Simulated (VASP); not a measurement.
# WC (P-6m2) in VASP: notebook

Runs on WC. Level: PBEsol. Tasks: single point.

Program: VASP 6.6.1. These are calculated values, not measurements. Logs are shortened: lines on timing, memory, paths and dates and some standing lists are left out, and cuts for length are marked.

**1. The cell of the first run**

The structure is hexagonal, space group P-6m2 (No. 187). The conventional cell has a = 2.898 Å, b = 2.898 Å, c = 2.828 Å, α = 90.00°, β = 90.00°, γ = 120.00°. W (site symmetry -6m2) has 6 C at 2.19 Å and 8 W at 2.83 to 2.90 Å within 2.9 Å. C (site symmetry -6m2) has 6 W at 2.19 Å and 8 C at 2.83 to 2.90 Å within 2.9 Å.

**2. Single point, PBEsol**

INCAR reads:

```
PREC = Accurate
ENCUT = 1300
EDIFF = 1E-6
ISMEAR = 0
SIGMA = 0.15
LREAL = F
LASPH = T
NELM = 120
ALGO = Normal
ISIF = 2
LWAVE = F
LCHARG = T
GGA = PS
LELF = T
LVHAR = T
NBANDS = 16
GGA_COMPAT = F
```

KPOINTS reads:

```
regular mesh
0
Gamma
  24 24 24
```

POSCAR reads:

```
WC
1.0
    2.8984136663      0.0000000000      0.0000000000
   -1.4492068332      2.5100998657      0.0000000000
    0.0000000000      0.0000000000      2.8276119040
W C
1 1
Direct
    0.0000000000      0.0000000000      0.0000000000
    0.6666666667      0.3333333333      0.5000000000
```

Potentials or basis: VASP PAW PBE potentials, release 64 (W_sv, C_h).

The run is started by

```
> cat potpaw_PBE.64/W_sv/POTCAR potpaw_PBE.64/C_h/POTCAR > POTCAR
> mpirun -np 1 vasp_std > vasp.out
```

OUTCAR:

```text
PREC = Accurate
   ENCUT = 1300
   EDIFF = 1E-6
   ISMEAR = 0
   LREAL = F
   LASPH = T
   NELM = 120
   ISIF = 2
   GGA = PS

 ion  position               nearest neighbor table
   1  0.000  0.000  0.000-   2 2.19   2 2.19   2 2.19   2 2.19   2 2.19   2 2.19
   2  0.667  0.333  0.500-   1 2.19   1 2.19   1 2.19   1 2.19   1 2.19   1 2.19

  LATTYP: Found a hexagonal cell.
 ALAT       =     2.8984136663
 C/A-ratio  =     0.9755722369

  Lattice vectors:

 A1 = (   2.8984136663,   0.0000000000,   0.0000000000)
 A2 = (  -1.4492068332,   2.5100998657,   0.0000000000)
 A3 = (   0.0000000000,   0.0000000000,   2.8276119040)

Analysis of symmetry for initial positions (statically):
=====================================================================
 Subroutine PRICEL returns:
 Original cell was already a primitive cell.

 Routine SETGRP: Setting up the symmetry group for a
 hexagonal supercell.

 Subroutine GETGRP returns: Found 12 space group operations
 (whereof 12 operations were pure point group operations)
 out of a pool of 24 trial point group operations.

The static configuration has the point symmetry D_3h.

Analysis of symmetry for dynamics (positions and initial velocities):
=====================================================================
 Subroutine PRICEL returns:
 Original cell was already a primitive cell.

 Routine SETGRP: Setting up the symmetry group for a
 hexagonal supercell.

 Subroutine GETGRP returns: Found 12 space group operations
 (whereof 12 operations were pure point group operations)
 out of a pool of 24 trial point group operations.

The dynamic configuration has the point symmetry D_3h.

 Subroutine INISYM returns: Found 12 space group operations
 (whereof 12 operations are pure point group operations),
 and found     1 'primitive' translations

----------------------------------------------------------------------------------------

                                     Primitive cell

  volume of cell :      20.5717

  direct lattice vectors                    reciprocal lattice vectors
     2.898413666  0.000000000  0.000000000     0.345016314  0.199195262  0.000000000
    -1.449206833  2.510099866  0.000000000     0.000000000  0.398390524  0.000000000
     0.000000000  0.000000000  2.827611904     0.000000000  0.000000000  0.353655323

  length of vectors
     2.898413666  2.898413666  2.827611904     0.398390524  0.398390524  0.353655323

  position of ions in fractional coordinates (direct lattice)
     0.000000000  0.000000000  0.000000000
     0.666666667  0.333333333  0.500000000

  ion indices of the primitive-cell ions
   primitive index   ion index
                 1           1
                 2           2

----------------------------------------------------------------------------------------

 KPOINTS: regular mesh

Automatic generation of k-mesh.
 Grid dimensions read from file:
 generate k-points for:   24   24   24

 Generating k-lattice:

  Cartesian coordinates                     Fractional coordinates (reciprocal lattice)
     0.014375680  0.008299803  0.000000000     0.041666667 -0.000000000  0.000000000
     0.000000000  0.016599605  0.000000000     0.000000000  0.041666667  0.000000000
     0.000000000  0.000000000  0.014735638     0.000000000  0.000000000  0.041666667

  Length of vectors
     0.016599605  0.016599605  0.014735638

  Shift w.r.t. Gamma in fractional coordinates (k-lattice)
     0.000000000  0.000000000  0.000000000

 Subroutine IBZKPT returns following result:
 ===========================================

 Found    793 irreducible k-points:

 Following reciprocal coordinates:
            Coordinates               Weight
  0.000000  0.000000  0.000000      1.000000
  0.041667 -0.000000  0.000000      6.000000
  0.083333 -0.000000  0.000000      6.000000
  0.125000 -0.000000  0.000000      6.000000
  0.166667  0.000000  0.000000      6.000000
  0.208333 -0.000000  0.000000      6.000000
[... 16 lines left out ...]
  0.416667  0.041667  0.000000     12.000000
  0.458333  0.041667  0.000000     12.000000
 [... further k-points ...]
   k-points           NKPTS =    793   k-points in BZ     NKDIM =    793   number of bands    NBANDS=     16
   number of dos      NEDOS =    301   number of ions     NIONS =      2
   total plane-waves  NPLWV =  46656
   dimension x,y,z NGX =    36 NGY =   36 NGZ =   36
   dimension x,y,z NGXF=    72 NGYF=   72 NGZF=   72
   ions per type =               1   1
   NGX,Y,Z   is equivalent  to a cutoff of  20.65, 20.65, 21.17 a.u.
   NGXF,Y,Z  is equivalent  to a cutoff of  41.30, 41.30, 42.33 a.u.
 SYSTEM =  unknown system
   PREC   = accura    normal or accurate (medium, high low for compatibility)
   ISTART =      0    job   : 0-new  1-cont  2-samecut
   ICHARG =      2    charge: 1-file 2-atom 10-const
   ISPIN  =      1    spin polarized calculation?
   LNONCOLLINEAR =      F non collinear calculations
   LSORBIT =      F    spin-orbit coupling
   LASPH  =      T    aspherical Exc in radial PAW
   ENCUT  = 1300.0 eV  95.55 Ry    9.77 a.u.   8.52  8.52  8.31*2*pi/ulx,y,z
   NELM   =    120;   NELMIN=  2; NELMDL= -5     # of ELM steps
   EDIFF  = 0.1E-05   stopping-criterion for ELM
   LREAL  =      F    real-space projection
   EDIFFG = 0.1E-04   stopping-criterion for IOM
   NSW    =      0    number of steps for IOM
   IBRION =     -1    ionic relax: 0-MD 1-quasi-New 2-CG
   NFREE  =      0    steps in history (QN), initial steepest desc. (CG)
   ISIF   =      2    stress and relaxation
   ISYM   =      2    0-nonsym 1-usesym 2-fastsym
   POTIM  = 0.5000    time-step for ionic-motion
   TEBEG  =    0.0;   TEEND  =   0.0 temperature during run
   PSTRESS=    0.0 pullay stress
   NELECT =      18.0000    total number of electrons
   NUPDOWN=      -1.0000    fix difference up-down
   EMIN   =  10.00;   EMAX   =-10.00  energy-range for DOS
   EFERMI =   0.00;   METHOD = LEGACY
   ISMEAR =     0;   SIGMA  =   0.15  broadening in eV -4-tet -1-fermi 0-gaus
   EFERMI_NEDOS =   21; number of points for ismear=-14 and -15
   IALGO  =     38    algorithm
   IMIX   =      4    mixing-type and parameters
     AMIX     =   0.40;   BMIX     =  1.00
     AMIX_MAG =   1.60;   BMIX_MAG =  1.00
  volume/ion in A,a.u.               =      10.29        69.41
  Fermi-wavevector in a.u.,A,eV,Ry     =   1.565820  2.958971 33.358675  2.451793
  Thomas-Fermi vector in A             =   2.668240
   LORBIT       =      0    0 simple, 1 ext, 2 COOP (PROOUT), +10 PAW based schemes
   GGA     = PS    functional components
   LHFCALC =     F    Hartree Fock is set to
   AEXX    =    0.0000 exact exchange contribution
   IVDW    =     0    specifies the selected vdW correction
   LEPSILON=     F    determine dielectric tensor
   LRPA    =     F    only Hartree local field effects (RPA)
 non-spin polarized calculation
 Gauss-broadening in eV      SIGMA  =   0.15
  energy-cutoff  :     1300.00
  volume of cell :       20.57
 maximum number of plane-waves:      2248
 NGX is ok and might be reduce to    36
   NGX = 17   NGY = 17   NGZ = 17

 number of electron      18.0000000 magnetization

 Free energy of the ion-electron system (eV)
  ---------------------------------------------------
  ext. energy  EPLUGINS =         0.00000000
  ---------------------------------------------------
  free energy    TOTEN  =       -23.90811100 eV

  energy without entropy =      -23.90486660  energy(sigma->0) =      -23.90648880

 E-fermi :  11.3931     XC(G=0): -14.0155

 val. band max:       11.3880346503   @ k =   0.0417  -0.0000   0.1667
 cond. band min:      11.3948613641   @ k =   0.2917   0.2500   0.0000
 fundamental gap:      0.0068267139
 Fermi energy:        11.3930851493

 k-point     1 :       0.0000    0.0000    0.0000
  band No.  band energies     occupation
      1     -62.5254      2.00000
      2     -26.5121      2.00000
      3     -26.4056      2.00000
      4     -26.4056      2.00000
      5      -3.1045      2.00000
      6       7.0110      2.00000
[... 8 lines left out ...]
     15      25.7823      0.00000
     16      28.1687      0.00000

 k-point     2 :       0.0417   -0.0000    0.0000
  band No.  band energies     occupation
      1     -62.5244      2.00000
      2     -26.5102      2.00000
      3     -26.4209      2.00000
      4     -26.4091      2.00000
      5      -3.0576      2.00000
      6       7.0303      2.00000
[... 8 lines left out ...]
     15      25.6632      0.00000
     16      28.2674      0.00000

 k-point     3 :       0.0833   -0.0000    0.0000
  band No.  band energies     occupation
      1     -62.5214      2.00000
      2     -26.5044      2.00000
      3     -26.4655      2.00000
      4     -26.4191      2.00000
      5      -2.9190      2.00000
      6       7.0577      2.00000
[... 8 lines left out ...]
     15      25.4179      0.00000
     16      28.5568      0.00000

 k-point     4 :       0.1250   -0.0000    0.0000
  band No.  band energies     occupation
      1     -62.5165      2.00000
      2     -26.5358      2.00000
      3     -26.4953      2.00000
      4     -26.4351      2.00000
      5      -2.6949      2.00000
      6       6.9622      2.00000
[... 8 lines left out ...]
     15      25.1974      0.00000
     16      29.0180      0.00000
[... 324 lines left out ...]
 k-point    22 :       0.3750    0.0417    0.0000
  band No.  band energies     occupation
      1     -62.4704      2.00000
      2     -27.1637      2.00000
      3     -26.5922      2.00000
      4     -26.4075      2.00000
      5      -0.1459      2.00000
      6       4.6318      2.00000
[... 8 lines left out ...]
     15      25.6088      0.00000
     16      28.5287      0.00000

 k-point    23 :       0.4167    0.0417    0.0000
  band No.  band energies     occupation
      1     -62.4664      2.00000
      2     -27.2151      2.00000
      3     -26.6054      2.00000
      4     -26.3999      2.00000
      5       0.1440      2.00000
      6       4.4380      2.00000
[... 8 lines left out ...]
     15      24.8616      0.00000
     16      29.1246      0.00000

 k-point    24 :       0.4583    0.0417    0.0000
  band No.  band energies     occupation
      1     -62.4644      2.00000
      2     -27.2416      2.00000
      3     -26.6121      2.00000
      4     -26.3960      2.00000
      5       0.3039      2.00000
      6       4.3346      2.00000
[... 8 lines left out ...]
     15      24.4375      0.00000
     16      29.4847      0.00000

 [... further k-points ...]

------------------------ aborting loop because EDIFF is reached ----------------------------------------

  FORCE on cell =-STRESS in cart. coord.  units (eV):
  Direction    XX          YY          ZZ          XY          YZ          ZX
  --------------------------------------------------------------------------------------
  -------------------------------------------------------------------------------------
  Total        0.1577843      0.1577843      0.1584807     -0.0000000     -0.0000000      0.0000000
  in kB       12.2886232     12.2886232     12.3428575     -0.0000000     -0.0000000      0.0000000
  external PRESSURE =      12.3067013 kB  Pullay stress =       0.0000000 kB

 VOLUME and BASIS-vectors are now :
 -----------------------------------------------------------------------------
  energy-cutoff  :     1300.00
  volume of cell :       20.57
      direct lattice vectors                 reciprocal lattice vectors
     2.898413666  0.000000000  0.000000000     0.345016314  0.199195262  0.000000000
    -1.449206833  2.510099866  0.000000000     0.000000000  0.398390524  0.000000000
     0.000000000  0.000000000  2.827611904     0.000000000  0.000000000  0.353655323

 POSITION                                       TOTAL-FORCE (eV/Angst)
 -----------------------------------------------------------------------------------
      0.00000      0.00000      0.00000         0.000000     -0.000000      0.000000
      1.44921      0.83670      1.41381        -0.000000      0.000000      0.000000
 -----------------------------------------------------------------------------------
    total drift:                               -0.000000      0.000000      0.000000

  FREE ENERGIE OF THE ION-ELECTRON SYSTEM (eV)
  ---------------------------------------------------
  free  energy   TOTEN  =       -23.9081109955 eV

  energy  without entropy=      -23.9048666020  energy(sigma->0) =      -23.90648880
```

Wall time 7.1 min (1 thread of AMD EPYC 9R45 (Zen 5), shared host); peak memory 1 GiB.

Results:

```yaml
Free_energy: -23.9081 eV
Pressure: 1.2 GPa
Band_gap_on_the_k_mesh: zero (bands 9 and 10 overlap by 1.27 eV)
```

Caveat: the PAW data sets were made with another functional, which shifts forces and pressure a little; spin-orbit coupling is left out, which moves the levels of the heavy elements.

**3. Single point, PBEsol**

INCAR reads:

```
PREC = Accurate
ENCUT = 1300
EDIFF = 1E-6
ISMEAR = 0
SIGMA = 0.15
LREAL = False
LASPH = True
NELM = 120
ALGO = Normal
ISIF = 2
LWAVE = False
LCHARG = False
GGA = PS
NBANDS = 16
GGA_COMPAT = False
```

KPOINTS reads:

```
regular mesh
0
Gamma
  24 24 22
```

POSCAR reads:

```
WC
1.0
    2.8984136670      0.0000000000      0.0000000000
   -1.4492068335      2.5100998663      0.0000000000
    0.0000000000      0.0000000000      2.8276119036
W C
1 1
Direct
    0.0000000000      0.0000000000      0.0000000000
    0.6666666667      0.3333333333      0.5000000000
```

Potentials or basis: VASP PAW PBE potentials, release 64 (W_sv, C_h).

The run is started by

```
> cat potpaw_PBE.64/W_sv/POTCAR potpaw_PBE.64/C_h/POTCAR > POTCAR
> mpirun -np 1 vasp_std > vasp.out
```

Wall time 8.2 min (1 thread of Intel Xeon Platinum 8124M at 3.00GHz (Skylake/Cascade Lake), shared host); peak memory 0.98 GiB.

The run converged. Its results:

* Free energy: -23.9081 eV
* Pressure: 1.2 GPa
* Band gap on the k mesh: zero (bands 9 and 10 overlap by 1.33 eV)

Levels at points of the mesh, in eV from the Fermi level:
| k point | band 6 | band 7 | band 8 | band 9 | band 10 | band 11 | band 12 | band 13 |
| --- | --- | --- | --- | --- | --- | --- | --- | --- |
| (0.00, 0.00, 0.00) | -4.38 | -3.37 | -3.37 | 0.12 | 3.27 | 3.27 | 5.70 | 5.70 |
| (0.50, 0.00, 0.00) | -7.08 | -3.65 | -3.63 | -0.45 | 2.36 | 4.58 | 4.96 | 6.92 |
| (0.00, 0.00, 0.50) | -8.73 | -2.04 | -2.04 | -0.61 | -0.61 | 3.73 | 4.55 | 4.55 |
| (0.50, 0.00, 0.50) | -6.52 | -4.37 | -4.20 | 0.31 | 4.49 | 5.39 | 6.74 | 9.31 |

Caveat: the PAW data sets were made with another functional, which shifts forces and pressure a little; spin-orbit coupling is left out, which moves the levels of the heavy elements.
